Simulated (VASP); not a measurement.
# SiC (I-4m2) in VASP: notebook

SiC is run at these levels: PBE; tasks: single point.

All numbers are computed with VASP 6.6.1; they aren't measurements. Logs are shortened: lines on timing, memory, paths and dates and some standing lists are left out, and cuts for length are marked.

**1. The cell of the first run**

The structure is tetragonal, space group I-4m2 (No. 119). The conventional cell has a = 3.476 Å, b = 3.476 Å, c = 3.476 Å, α = 90.00°, β = 90.00°, γ = 90.00°. Within 2.6 Å of Si (site symmetry -4m2) lie 4 C at 1.94 Å. C (site symmetry -4m2) has 4 Si at 1.94 Å within 2.6 Å.

**2. Single point, PBE**

File INCAR:

```
SYSTEM = SiC
ALGO = Normal
EDIFF = 1E-6
ENCUT = 520
GGA = PE
ISIF = 2
ISMEAR = 0
LASPH = .TRUE.
LCHARG = .FALSE.
LREAL = .FALSE.
LWAVE = .FALSE.
NBANDS = 11
NELM = 60
PREC = Accurate
SIGMA = 0.05
```

File KPOINTS:

```
k-points
0
G
  12 12 12
  0 0 0
```

File POSCAR:

```
SiC
1.0
    0.0000000000      2.4581630781      1.7379212962
    2.4581630781      0.0000000000      1.7379212962
    2.4581630781      2.4581630781      0.0000000000
Si C
1 1
Direct
    0.0000000000      0.0000000000      0.0000000000
    0.7500000000      0.7500000000      0.7500000000
```

Potentials or basis: VASP PAW PBE potentials, release 64 (Si, C).

On the command line:

```sh
> cat potpaw_PBE.64/Si/POTCAR potpaw_PBE.64/C/POTCAR > POTCAR
> mpirun -np 1 vasp_std > vasp.out
```

OUTCAR:

```text
SYSTEM = SiC
   EDIFF = 1E-6
   ENCUT = 520
   GGA = PE
   ISIF = 2
   ISMEAR = 0
   LASPH = .TRUE.
   LREAL = .FALSE.
   NELM = 60
   PREC = Accurate

 ion  position               nearest neighbor table
   1  0.000  0.000  0.000-   2 1.94   2 1.94   2 1.94   2 1.94
   2  0.750  0.750  0.750-   1 1.94   1 1.94   1 1.94   1 1.94

  LATTYP: Found a body centered tetragonal cell.
 ALAT       =     3.4763675636
 C/A-ratio  =     0.9998489886

  Lattice vectors:

 A1 = (   0.0000000000,  -2.4581630781,  -1.7379212962)
 A2 = (   0.0000000000,   2.4581630781,  -1.7379212962)
 A3 = (   2.4581630781,   0.0000000000,   1.7379212962)

Analysis of symmetry for initial positions (statically):
=====================================================================
 Subroutine PRICEL returns:
 Original cell was already a primitive cell.

 Routine SETGRP: Setting up the symmetry group for a
 body centered tetragonal supercell.

 Subroutine GETGRP returns: Found  8 space group operations
 (whereof  8 operations were pure point group operations)
 out of a pool of 16 trial point group operations.

The static configuration has the point symmetry D_2d.

Analysis of symmetry for dynamics (positions and initial velocities):
=====================================================================
 Subroutine PRICEL returns:
 Original cell was already a primitive cell.

 Routine SETGRP: Setting up the symmetry group for a
 body centered tetragonal supercell.

 Subroutine GETGRP returns: Found  8 space group operations
 (whereof  8 operations were pure point group operations)
 out of a pool of 16 trial point group operations.

The dynamic configuration has the point symmetry D_2d.

 Subroutine INISYM returns: Found  8 space group operations
 (whereof  8 operations are pure point group operations),
 and found     1 'primitive' translations

----------------------------------------------------------------------------------------

                                     Primitive cell

  volume of cell :      21.0030

  direct lattice vectors                    reciprocal lattice vectors
     0.000000000  2.458163078  1.737921296    -0.203403918  0.203403918  0.287700025
     2.458163078  0.000000000  1.737921296     0.203403918 -0.203403918  0.287700025
     2.458163078  2.458163078  0.000000000     0.203403918  0.203403918 -0.287700025

  length of vectors
     3.010471084  3.010471084  3.476367564     0.406838557  0.406838557  0.406838557

  position of ions in fractional coordinates (direct lattice)
     0.000000000  0.000000000  0.000000000
     0.750000000  0.750000000  0.750000000

  ion indices of the primitive-cell ions
   primitive index   ion index
                 1           1
                 2           2

----------------------------------------------------------------------------------------

 KPOINTS: k-points

Automatic generation of k-mesh.
 Grid dimensions read from file:
 generate k-points for:   12   12   12

 Generating k-lattice:

  Cartesian coordinates                     Fractional coordinates (reciprocal lattice)
    -0.016950326  0.016950326  0.023975002     0.083333333  0.000000000  0.000000000
     0.016950326 -0.016950326  0.023975002     0.000000000  0.083333333  0.000000000
     0.016950326  0.016950326 -0.023975002     0.000000000  0.000000000  0.083333333

  Length of vectors
     0.033903213  0.033903213  0.033903213

  Shift w.r.t. Gamma in fractional coordinates (k-lattice)
     0.000000000  0.000000000  0.000000000

 Subroutine IBZKPT returns following result:
 ===========================================

 Found    163 irreducible k-points:

 Following reciprocal coordinates:
            Coordinates               Weight
  0.000000  0.000000  0.000000      1.000000
  0.083333 -0.000000  0.000000      8.000000
  0.166667 -0.000000  0.000000      8.000000
  0.250000  0.000000  0.000000      8.000000
  0.333333 -0.000000  0.000000      8.000000
  0.416667 -0.000000  0.000000      8.000000
[... 16 lines left out ...]
  0.500000  0.166667  0.000000      8.000000
 -0.416667  0.166667  0.000000      8.000000
 [... further k-points ...]
   k-points           NKPTS =    163   k-points in BZ     NKDIM =    163   number of bands    NBANDS=     11
   number of dos      NEDOS =    301   number of ions     NIONS =      2
   total plane-waves  NPLWV =  16128
   dimension x,y,z NGX =    24 NGY =   24 NGZ =   28
   dimension x,y,z NGXF=    48 NGYF=   48 NGZF=   56
   ions per type =               1   1
   NGX,Y,Z   is equivalent  to a cutoff of  13.25, 13.25, 13.39 a.u.
   NGXF,Y,Z  is equivalent  to a cutoff of  26.51, 26.51, 26.78 a.u.
 SYSTEM =  SiC
   PREC   = accura    normal or accurate (medium, high low for compatibility)
   ISTART =      0    job   : 0-new  1-cont  2-samecut
   ICHARG =      2    charge: 1-file 2-atom 10-const
   ISPIN  =      1    spin polarized calculation?
   LNONCOLLINEAR =      F non collinear calculations
   LSORBIT =      F    spin-orbit coupling
   LASPH  =      T    aspherical Exc in radial PAW
   ENCUT  =  520.0 eV  38.22 Ry    6.18 a.u.   5.60  5.60  6.46*2*pi/ulx,y,z
   NELM   =     60;   NELMIN=  2; NELMDL= -5     # of ELM steps
   EDIFF  = 0.1E-05   stopping-criterion for ELM
   LREAL  =      F    real-space projection
   EDIFFG = 0.1E-04   stopping-criterion for IOM
   NSW    =      0    number of steps for IOM
   IBRION =     -1    ionic relax: 0-MD 1-quasi-New 2-CG
   NFREE  =      0    steps in history (QN), initial steepest desc. (CG)
   ISIF   =      2    stress and relaxation
   ISYM   =      2    0-nonsym 1-usesym 2-fastsym
   POTIM  = 0.5000    time-step for ionic-motion
   TEBEG  =    0.0;   TEEND  =   0.0 temperature during run
   PSTRESS=    0.0 pullay stress
   NELECT =       8.0000    total number of electrons
   NUPDOWN=      -1.0000    fix difference up-down
   EMIN   =  10.00;   EMAX   =-10.00  energy-range for DOS
   EFERMI =   0.00;   METHOD = LEGACY
   ISMEAR =     0;   SIGMA  =   0.05  broadening in eV -4-tet -1-fermi 0-gaus
   EFERMI_NEDOS =   21; number of points for ismear=-14 and -15
   IALGO  =     38    algorithm
   IMIX   =      4    mixing-type and parameters
     AMIX     =   0.40;   BMIX     =  1.00
     AMIX_MAG =   1.60;   BMIX_MAG =  1.00
  volume/ion in A,a.u.               =      10.50        70.87
  Fermi-wavevector in a.u.,A,eV,Ry     =   1.186709  2.242555 19.160797  1.408279
  Thomas-Fermi vector in A             =   2.322876
   LORBIT       =      0    0 simple, 1 ext, 2 COOP (PROOUT), +10 PAW based schemes
   GGA     = PE    functional components
   LHFCALC =     F    Hartree Fock is set to
   AEXX    =    0.0000 exact exchange contribution
   IVDW    =     0    specifies the selected vdW correction
   LEPSILON=     F    determine dielectric tensor
   LRPA    =     F    only Hartree local field effects (RPA)
 non-spin polarized calculation
 Gauss-broadening in eV      SIGMA  =   0.05
  energy-cutoff  :      520.00
  volume of cell :       21.00
 maximum number of plane-waves:       586
   NGX = 11   NGY = 11   NGZ = 13

 number of electron       7.9999999 magnetization

 Free energy of the ion-electron system (eV)
  ---------------------------------------------------
  ext. energy  EPLUGINS =         0.00000000
  ---------------------------------------------------
  free energy    TOTEN  =       -14.18054817 eV

  energy without entropy =      -14.18014652  energy(sigma->0) =      -14.18034734

 E-fermi :   8.8198     XC(G=0): -11.4221

 val. band max:        8.7961432588   @ k =   0.1667   0.0000   0.0833
 cond. band min:       8.8416333741   @ k =   0.5000   0.4167   0.0833
 fundamental gap:      0.0454901153
 Fermi energy:         8.8197729615

 k-point     1 :       0.0000    0.0000    0.0000
  band No.  band energies     occupation
      1      -7.1893      2.00000
      2       7.7857      2.00000
      3       7.7857      2.00000
      4       9.4237      0.00000
      5      13.5742      0.00000
      6      15.2650      0.00000
      7      16.2990      0.00000
      8      16.2990      0.00000
      9      17.8768      0.00000
     10      22.0452      0.00000
     11      22.2933      0.00000

 k-point     2 :       0.0833   -0.0000    0.0000
  band No.  band energies     occupation
      1      -7.0451      2.00000
      2       7.3435      2.00000
      3       7.5844      2.00000
      4       9.1144      0.00000
      5      13.9096      0.00000
      6      14.8683      0.00000
      7      16.0022      0.00000
      8      16.5040      0.00000
      9      18.2060      0.00000
     10      21.0518      0.00000
     11      23.0343      0.00000

 k-point     3 :       0.1667   -0.0000    0.0000
  band No.  band energies     occupation
      1      -6.6164      2.00000
      2       6.0079      2.00000
      3       7.0976      2.00000
      4       8.7274      1.99103
      5      13.3147      0.00000
      6      15.2113      0.00000
      7      15.2762      0.00000
      8      17.1054      0.00000
      9      19.4072      0.00000
     10      20.7880      0.00000
     11      24.8024      0.00000

 k-point     4 :       0.2500    0.0000    0.0000
  band No.  band energies     occupation
      1      -5.9175      2.00000
      2       4.1993      2.00000
      3       6.5378      2.00000
      4       8.4483      2.00000
      5      12.2614      0.00000
      6      14.3648      0.00000
      7      16.1763      0.00000
      8      17.9730      0.00000
      9      21.1677      0.00000
     10      21.2672      0.00000
     11      26.8518      0.00000

 k-point     5 :       0.3333   -0.0000    0.0000
  band No.  band energies     occupation
      1      -4.9863      2.00000
      2       2.3168      2.00000
      3       6.0599      2.00000
      4       8.2250      2.00000
      5      11.4499      0.00000
      6      13.6924      0.00000
      7      17.0923      0.00000
      8      18.8099      0.00000
      9      21.8822      0.00000
     10      23.4767      0.00000
     11      26.1165      0.00000
[... 211 lines left out ...]
 k-point    21 :       0.3333    0.1667    0.0000
  band No.  band energies     occupation
      1      -4.4853      2.00000
      2       2.9069      2.00000
      3       5.1478      2.00000
      4       6.6044      2.00000
      5      11.2187      0.00000
      6      14.7852      0.00000
      7      15.6076      0.00000
      8      17.8919      0.00000
      9      22.7148      0.00000
     10      24.8730      0.00000
     11      26.8649      0.00000

 k-point    22 :       0.4167    0.1667    0.0000
  band No.  band energies     occupation
      1      -3.4789      2.00000
      2       1.2512      2.00000
      3       4.8144      2.00000
      4       6.5053      2.00000
      5      11.3294      0.00000
      6      14.8813      0.00000
      7      15.2589      0.00000
      8      17.9212      0.00000
      9      24.5235      0.00000
     10      24.9967      0.00000
     11      27.0936      0.00000

 k-point    23 :       0.5000    0.1667    0.0000
  band No.  band energies     occupation
      1      -2.8597      2.00000
      2       0.3549      2.00000
      3       4.7025      2.00000
      4       6.4696      2.00000
      5      11.4299      0.00000
      6      15.1211      0.00000
      7      15.4978      0.00000
      8      17.4884      0.00000
      9      24.1625      0.00000
     10      26.1698      0.00000
     11      26.4725      0.00000

 k-point    24 :      -0.4167    0.1667    0.0000
  band No.  band energies     occupation
      1      -3.3985      2.00000
      2       0.9957      2.00000
      3       4.8221      2.00000
      4       6.5604      2.00000
      5      11.4710      0.00000
      6      15.2132      0.00000
      7      16.2168      0.00000
      8      17.4523      0.00000
      9      23.0305      0.00000
     10      24.9320      0.00000
     11      25.3419      0.00000

 [... further k-points ...]

------------------------ aborting loop because EDIFF is reached ----------------------------------------

  FORCE on cell =-STRESS in cart. coord.  units (eV):
  Direction    XX          YY          ZZ          XY          YZ          ZX
  --------------------------------------------------------------------------------------
  -------------------------------------------------------------------------------------
  Total       -3.2187318     -3.2187318      3.0304961      0.0000000      0.0000000      0.0000000
  in kB     -245.5352716   -245.5352716    231.1760471      0.0000000      0.0000000      0.0000000
  external PRESSURE =     -86.6314987 kB  Pullay stress =       0.0000000 kB

 VOLUME and BASIS-vectors are now :
 -----------------------------------------------------------------------------
  energy-cutoff  :      520.00
  volume of cell :       21.00
      direct lattice vectors                 reciprocal lattice vectors
     0.000000000  2.458163078  1.737921296    -0.203403918  0.203403918  0.287700025
     2.458163078  0.000000000  1.737921296     0.203403918 -0.203403918  0.287700025
     2.458163078  2.458163078  0.000000000     0.203403918  0.203403918 -0.287700025

 POSITION                                       TOTAL-FORCE (eV/Angst)
 -----------------------------------------------------------------------------------
      0.00000      0.00000      0.00000        -0.000000     -0.000000     -0.000000
      3.68724      3.68724      2.60688         0.000000      0.000000      0.000000
 -----------------------------------------------------------------------------------
    total drift:                                0.000000      0.000000      0.000000

  FREE ENERGIE OF THE ION-ELECTRON SYSTEM (eV)
  ---------------------------------------------------
  free  energy   TOTEN  =       -14.1805481697 eV

  energy  without entropy=      -14.1801465172  energy(sigma->0) =      -14.18034734
```

It took 11 s on 1 thread of Intel Xeon 6975P-C (Granite Rapids), shared host; peak memory 0.16 GiB.

Results:

```yaml
Free_energy: -14.1805 eV
Pressure: -8.7 GPa
Band_gap_on_the_k_mesh: zero (band 4 reaches 9.42 eV, above the bottom of band 5 at 8.18 eV)
```

Stress tensor (GPa, compression positive):
```
-24.55   0.00   0.00
  0.00 -24.55   0.00
  0.00   0.00  23.12
```

Levels at points of the mesh, in eV from the Fermi level:
```
           k point  band 1  band 2  band 3  band 4  band 5  band 6  band 7  band 8
(0.00, 0.00, 0.00)  -16.01   -1.03   -1.03    0.60    4.75    6.45    7.48    7.48
(0.50, 0.00, 0.00)  -12.16   -8.99   -3.18   -0.80    1.98    4.31    9.62   10.67
(0.50, 0.50, 0.00)   -9.45   -5.88   -5.88   -5.42   -0.37   -0.07   12.23   12.23
(0.50, 0.00, 0.50)  -11.76   -9.76   -2.22   -1.89    2.65    5.98    8.74   10.21
```

**3. Single point, PBE**

This run uses another cell than the first one, of the same volume but with other edges.

File INCAR:

```
SYSTEM = SiC
ALGO = Normal ; EDIFF = 1E-7
ENCUT = 520 ; GGA = PE
ISIF = 2 ; ISMEAR = 0
LASPH = .TRUE. ; LCHARG = .FALSE.
LREAL = .FALSE. ; LWAVE = .FALSE.
NBANDS = 11 ; NELM = 100
PREC = Accurate ; SIGMA = 0.05
```

KPOINTS is that of step 2.

File POSCAR:

```
SiC
1.0
    0.0000000000      1.9510453281      2.7587780939
    1.9510453281      0.0000000000      2.7587780939
    1.9510453281      1.9510453281      0.0000000000
Si C
1 1
Direct
    0.0000000000      0.0000000000      0.0000000000
    0.7500000000      0.7500000000      0.7500000000
```

Potentials or basis: VASP PAW PBE potentials, release 64 (Si, C).

On the command line:

```sh
> cat potpaw_PBE.64/Si/POTCAR potpaw_PBE.64/C/POTCAR > POTCAR
> mpirun -np 1 vasp_std > vasp.out
```

Wall time 18 s (1 thread of Intel Xeon 6975P-C (Granite Rapids), shared host); peak memory 0.16 GiB.

The run converged. Its results:

```yaml
Free_energy: -13.1120 eV
Pressure: -2.6 GPa
Band_gap_on_the_k_mesh: zero (band 4 reaches 9.94 eV, above the bottom of band 5 at 8.94 eV)
```

Stress tensor (GPa, compression positive):
```
 40.15   0.00   0.00
  0.00  40.15   0.00
  0.00   0.00 -88.01
```

Levels at points of the mesh, in eV from the Fermi level:
```tsv
k point	band 2	band 3	band 4	band 5	band 6	band 7
(0.00, 0.00, 0.00)	-3.90	-0.02	-0.02	1.52	5.71	6.04
(0.50, 0.00, 0.00)	-9.87	-4.71	-0.55	0.12	7.76	8.49
(0.50, 0.50, 0.00)	-11.97	-1.77	-1.77	2.50	6.78	8.72
(0.50, 0.00, 0.50)	-7.61	-5.69	-4.88	-0.66	1.04	6.37
```

[end of part 1 of 2]
